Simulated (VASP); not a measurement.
# LiF (Fm-3m) in VASP: further runs

Runs on LiF. Level: PBEsol. Tasks: elastic constants.

All numbers are computed with VASP 6.6.1; they aren't measurements. Logs are shortened: lines on timing, memory, paths and dates and some standing lists are left out, and cuts for length are marked.

### Step 1. The cell of the first run

It takes space group Fm-3m (No. 225, cubic). Conventional cell: a = 3.900 Å, b = 3.900 Å, c = 3.900 Å, α = 90.00°, β = 90.00°, γ = 90.00°. Li (site symmetry m-3m) has 6 F at 1.95 Å within 2.6 Å. F (site symmetry m-3m) has 6 Li at 1.95 Å within 2.6 Å.

### Step 2. Elastic constants, PBEsol

The input, INCAR:

```
SYSTEM = LiF
PREC = Accurate
ENCUT = 600
EDIFF = 1E-8
ISMEAR = 0
SIGMA = 0.01
LREAL = .FALSE.
LASPH = .TRUE.
NELM = 80
ALGO = Normal
ISIF = 3
LWAVE = .FALSE.
LCHARG = .FALSE.
GGA = PS
NBANDS = 12
IBRION = 6
NFREE = 2
POTIM = 0.015
NSW = 1
```

The input, KPOINTS:

```
regular mesh
0
G
  10 10 10
  0 0 0
```

The input, POSCAR:

```
LiF
1.0
    0.0000000000      1.9501741432      1.9501741432
    1.9501741432      0.0000000000      1.9501741432
    1.9501741432      1.9501741432      0.0000000000
Li F
1 1
Direct
    0.0000000000      0.0000000000      0.0000000000
    0.5000000000      0.5000000000      0.5000000000
```

Potentials or basis: VASP PAW PBE potentials, release 64 (Li_sv, F).

Started as:

```sh
$ cat potpaw_PBE.64/Li_sv/POTCAR potpaw_PBE.64/F/POTCAR > POTCAR
$ mpirun -np 1 vasp_std > vasp.out
```

OUTCAR:

```text
SYSTEM = LiF
   PREC = Accurate
   ENCUT = 600
   EDIFF = 1E-8
   ISMEAR = 0
   LREAL = .FALSE.
   LASPH = .TRUE.
   NELM = 80
   ISIF = 3
   GGA = PS
   IBRION = 6
   NFREE = 2
   POTIM = 0.015
   NSW = 1

 ion  position               nearest neighbor table
   1  0.000  0.000  0.000-   2 1.95   2 1.95   2 1.95   2 1.95   2 1.95   2 1.95
   2  0.500  0.500  0.500-   1 1.95   1 1.95   1 1.95   1 1.95   1 1.95   1 1.95

  LATTYP: Found a face centered cubic cell.
 ALAT       =     3.9003482864

  Lattice vectors:

 A1 = (   0.0000000000,   1.9501741432,   1.9501741432)
 A2 = (   1.9501741432,   0.0000000000,   1.9501741432)
 A3 = (   1.9501741432,   1.9501741432,   0.0000000000)

Analysis of symmetry for initial positions (statically):
=====================================================================
 Subroutine PRICEL returns:
 Original cell was already a primitive cell.

 Routine SETGRP: Setting up the symmetry group for a
 face centered cubic supercell.

 Subroutine GETGRP returns: Found 48 space group operations
 (whereof 48 operations were pure point group operations)
 out of a pool of 48 trial point group operations.

The static configuration has the point symmetry O_h .

Analysis of symmetry for dynamics (positions and initial velocities):
=====================================================================
 Subroutine PRICEL returns:
 Original cell was already a primitive cell.

 Routine SETGRP: Setting up the symmetry group for a
 face centered cubic supercell.

 Subroutine GETGRP returns: Found 48 space group operations
 (whereof 48 operations were pure point group operations)
 out of a pool of 48 trial point group operations.

The dynamic configuration has the point symmetry O_h .

 Subroutine INISYM returns: Found 48 space group operations
 (whereof 48 operations are pure point group operations),
 and found     1 'primitive' translations

----------------------------------------------------------------------------------------

                                     Primitive cell

  volume of cell :      14.8337

  direct lattice vectors                    reciprocal lattice vectors
     0.000000000  1.950174143  1.950174143    -0.256387360  0.256387360  0.256387360
     1.950174143  0.000000000  1.950174143     0.256387360 -0.256387360  0.256387360
     1.950174143  1.950174143  0.000000000     0.256387360  0.256387360 -0.256387360

  length of vectors
     2.757962722  2.757962722  2.757962722     0.444075934  0.444075934  0.444075934

  position of ions in fractional coordinates (direct lattice)
     0.000000000  0.000000000  0.000000000
     0.500000000  0.500000000  0.500000000

  ion indices of the primitive-cell ions
   primitive index   ion index
                 1           1
                 2           2

----------------------------------------------------------------------------------------

 KPOINTS: regular mesh

Automatic generation of k-mesh.
 Grid dimensions read from file:
 generate k-points for:   10   10   10

 Generating k-lattice:

  Cartesian coordinates                     Fractional coordinates (reciprocal lattice)
    -0.025638736  0.025638736  0.025638736     0.100000000  0.000000000  0.000000000
     0.025638736 -0.025638736  0.025638736     0.000000000  0.100000000  0.000000000
     0.025638736  0.025638736 -0.025638736     0.000000000  0.000000000  0.100000000

  Length of vectors
     0.044407593  0.044407593  0.044407593

  Shift w.r.t. Gamma in fractional coordinates (k-lattice)
     0.000000000  0.000000000  0.000000000

 Subroutine IBZKPT returns following result:
 ===========================================

 Found     47 irreducible k-points:

 Following reciprocal coordinates:
[... 60 lines left out ...]
   EFERMI_NEDOS =   21; number of points for ismear=-14 and -15
   IALGO  =     38    algorithm
   IMIX   =      4    mixing-type and parameters
     AMIX     =   0.40;   BMIX     =  1.00
     AMIX_MAG =   1.60;   BMIX_MAG =  1.00
  volume/ion in A,a.u.               =       7.42        50.05
  Fermi-wavevector in a.u.,A,eV,Ry     =   1.435461  2.712628 28.035467  2.060549
  Thomas-Fermi vector in A             =   2.554757
   LORBIT       =      0    0 simple, 1 ext, 2 COOP (PROOUT), +10 PAW based schemes
   GGA     = PS    functional components
   LHFCALC =     F    Hartree Fock is set to
   AEXX    =    0.0000 exact exchange contribution
   IVDW    =     0    specifies the selected vdW correction
   LEPSILON=     F    determine dielectric tensor
   LRPA    =     F    only Hartree local field effects (RPA)
 finite differences with symmetry
 non-spin polarized calculation
 Gauss-broadening in eV      SIGMA  =   0.01
  energy-cutoff  :      600.00
  volume of cell :       14.83
 maximum number of plane-waves:       531
 NGX is ok and might be reduce to    24
   NGX = 11   NGY = 11   NGZ = 11

--------------------------------------- Ionic step        1  -------------------------------------------

 number of electron      10.0000006 magnetization

 Free energy of the ion-electron system (eV)
  ---------------------------------------------------
  ext. energy  EPLUGINS =         0.00000000
  ---------------------------------------------------
  free energy    TOTEN  =        -9.82682572 eV

  energy without entropy =       -9.82682572  energy(sigma->0) =       -9.82682572

------------------------ aborting loop because EDIFF is reached ----------------------------------------

  FORCE on cell =-STRESS in cart. coord.  units (eV):
  Direction    XX          YY          ZZ          XY          YZ          ZX
  --------------------------------------------------------------------------------------
  -------------------------------------------------------------------------------------
  Total        0.6092919      0.6092919      0.6092919     -0.0000000      0.0000000     -0.0000000
  in kB       65.8090815     65.8090815     65.8090815     -0.0000000      0.0000000     -0.0000000
  external PRESSURE =      65.8090815 kB  Pullay stress =       0.0000000 kB
[... 89 lines left out ...]
  FREE ENERGIE OF THE ION-ELECTRON SYSTEM (eV)
  ---------------------------------------------------
  free  energy   TOTEN  =        -9.8156072812 eV

  energy  without entropy=       -9.8156072812  energy(sigma->0) =       -9.81560728

[... ionic steps 4 to 14 ...]

--------------------------------------- Ionic step       15  -------------------------------------------

 number of electron      10.0000005 magnetization

------------------------ aborting loop because EDIFF is reached ----------------------------------------
[... 67 lines left out ...]
--------------------------------------- Ionic step       17  -------------------------------------------

 number of electron      10.0000004 magnetization

 Free energy of the ion-electron system (eV)
  ---------------------------------------------------
  ext. energy  EPLUGINS =         0.00000000
  ---------------------------------------------------
  free energy    TOTEN  =        -9.82651593 eV

  energy without entropy =       -9.82651593  energy(sigma->0) =       -9.82651593

 E-fermi :  -0.4178     XC(G=0): -10.6951

 val. band max:       -0.4918123920   @ k =   0.0000   0.0000   0.0000
 cond. band min:       9.3274599737   @ k =   0.0000   0.0000   0.0000
 fundamental gap:      9.8192723657
 Fermi energy:        -0.4177859791

 k-point     1 :       0.0000    0.0000    0.0000
  band No.  band energies     occupation
      1     -40.5146      2.00000
      2     -20.6368      2.00000
      3      -0.4923      2.00000
      4      -0.4918      2.00000
      5      -0.4918      2.00000
      6       9.3275      0.00000
      7      24.4720      0.00000
      8      24.4720      0.00000
      9      24.5744      0.00000
     10      24.5858      0.00000
     11      24.6864      0.00000
     12      24.6864      0.00000
[... 331 lines left out ...]
 k-point    24 :       0.4000    0.3000    0.0000
  band No.  band energies     occupation
      1     -40.4155      2.00000
      2     -19.9932      2.00000
      3      -3.1708      2.00000
      4      -1.5143      2.00000
      5      -1.3831      2.00000
      6      13.3447      0.00000
      7      16.6267      0.00000
      8      18.9490      0.00000
      9      20.5806      0.00000
     10      21.6496      0.00000
     11      35.5675      0.00000
     12      36.0197      0.00000

 [... further k-points ...]

------------------------ aborting loop because EDIFF is reached ----------------------------------------

  FORCE on cell =-STRESS in cart. coord.  units (eV):
  Direction    XX          YY          ZZ          XY          YZ          ZX
  --------------------------------------------------------------------------------------
  -------------------------------------------------------------------------------------
  Total        0.6137233      0.6090004      0.6090004     -0.0000000     -0.0000000     -0.0000000
  in kB       66.2877103     65.7775891     65.7775891     -0.0000000     -0.0000000     -0.0000000
  external PRESSURE =      65.9476295 kB  Pullay stress =       0.0000000 kB
[... 17 lines left out ...]
  FREE ENERGIE OF THE ION-ELECTRON SYSTEM (eV)
  ---------------------------------------------------
  free  energy   TOTEN  =        -9.8265159350 eV

  energy  without entropy=       -9.8265159350  energy(sigma->0) =       -9.82651593

 INTERNAL STRAIN TENSORS FROM STRAINED CELLS
 ============================================

 INTERNAL STRAIN TENSOR FOR ION    1 for displacements in x,y,z  (eV/Angst):
          X           Y           Z          XY          YZ          ZX
  --------------------------------------------------------------------------------
  x     0.00000    -0.00000    -0.00000     0.00000     0.00000     0.00000
  y    -0.00000    -0.00000     0.00000    -0.00000    -0.00000    -0.00000
  z    -0.00000     0.00000    -0.00000     0.00000    -0.00000     0.00000

 INTERNAL STRAIN TENSORS FROM DISPLACED ATOMS
 ============================================

 INTERNAL STRAIN TENSOR FOR ION    1 for displacements in x,y,z  (eV/Angst):
          X           Y           Z          XY          YZ          ZX
  --------------------------------------------------------------------------------
  x     0.00000     0.00000     0.00000     0.00000     0.00000     0.00000
  y     0.00000     0.00000     0.00000     0.00000     0.00000     0.00000
  z     0.00000     0.00000     0.00000     0.00000     0.00000     0.00000

 INTERNAL STRAIN TENSOR FOR ION    2 for displacements in x,y,z  (eV/Angst):
          X           Y           Z          XY          YZ          ZX
  --------------------------------------------------------------------------------
  x     0.00000     0.00000     0.00000     0.00000     0.00000     0.00000
  y     0.00000     0.00000     0.00000     0.00000     0.00000     0.00000
  z     0.00000     0.00000     0.00000     0.00000     0.00000     0.00000

 Eigenvectors and eigenvalues of the dynamical matrix
 ----------------------------------------------------

   1 f  =   11.413441 THz    71.712766 2PiTHz  380.711419 cm-1    47.202179 meV
             X         Y         Z           dx          dy          dz
      0.000000  0.000000  0.000000     0.000000    0.854523    0.000000
      1.950174  1.950174  1.950174     0.000000   -0.519414    0.000000
[... 21 lines left out ...]
   6 f/i=    0.003320 THz     0.020862 2PiTHz    0.110751 cm-1     0.013731 meV
             X         Y         Z           dx          dy          dz
      0.000000  0.000000  0.000000     0.000000    0.000000   -0.519414
      1.950174  1.950174  1.950174     0.000000    0.000000   -0.854523

--------------------------------------------------------------------------------------------------------

 ELASTIC MODULI CONTR FROM IONIC RELAXATION (kBar)
 Direction    XX          YY          ZZ          XY          YZ          ZX
 --------------------------------------------------------------------------------
 XX           0.0000      0.0000      0.0000      0.0000      0.0000      0.0000
 YY           0.0000      0.0000      0.0000      0.0000      0.0000      0.0000
 ZZ           0.0000      0.0000      0.0000      0.0000      0.0000      0.0000
 XY           0.0000      0.0000      0.0000      0.0000      0.0000      0.0000
 YZ           0.0000      0.0000      0.0000      0.0000      0.0000      0.0000
 ZX           0.0000      0.0000      0.0000      0.0000      0.0000      0.0000
 --------------------------------------------------------------------------------

 TOTAL ELASTIC MODULI (kBar)
 Direction    XX          YY          ZZ          XY          YZ          ZX
 --------------------------------------------------------------------------------
 XX        1818.5113    487.2713    487.2713      0.0000      0.0000      0.0000
 YY         487.2713   1818.5113    487.2713      0.0000     -0.0000      0.0000
 ZZ         487.2713    487.2713   1818.5113      0.0000     -0.0000      0.0000
 XY           0.0000      0.0000      0.0000    679.4446     -0.0000      0.0000
 YZ           0.0000     -0.0000     -0.0000     -0.0000    679.4446      0.0000
 ZX           0.0000      0.0000      0.0000      0.0000      0.0000    679.4446
 --------------------------------------------------------------------------------
```

Run time: 3.8 min. Hardware: 1 thread of Intel Xeon Platinum 8488C (Sapphire Rapids), shared host; peak memory 0.23 GiB.

What came out:

```
Elastic constants C11, C12, C44                         : 182, 49, 68 GPa
Voigt bulk modulus                                      : 93 GPa
Highest phonon frequency at Γ, LO-TO splitting left out : 381 cm⁻¹
```

Phonon frequencies in cm⁻¹ (negative: imaginary):
```tsv
q point	frequencies
(0.000, 0.000, 0.000)	0 0 0 381 381 381
```

Elastic tensor in Voigt notation (GPa, in the Cartesian axes of the cell as first typed):
```
182  49  49   0   0   0
 49 182  49   0   0   0
 49  49 182   0   0   0
  0   0   0  68   0   0
  0   0   0   0  68   0
  0   0   0   0   0  68
```

Clamped-ion elastic tensor (GPa):
```
182  49  49   0   0   0
 49 182  49   0   0   0
 49  49 182   0   0   0
  0   0   0  68   0   0
  0   0   0   0  68   0
  0   0   0   0   0  68
```

Caveat: the cell is under stress, which shifts elastic constants; the cutoff is under 1.25 times the usual one of these potentials, so pressure, stress and relaxed cells hold a basis-set (Pulay) error; the PAW data sets were made with another functional, which shifts forces and pressure a little.

(Continued in part 2 of 2.)
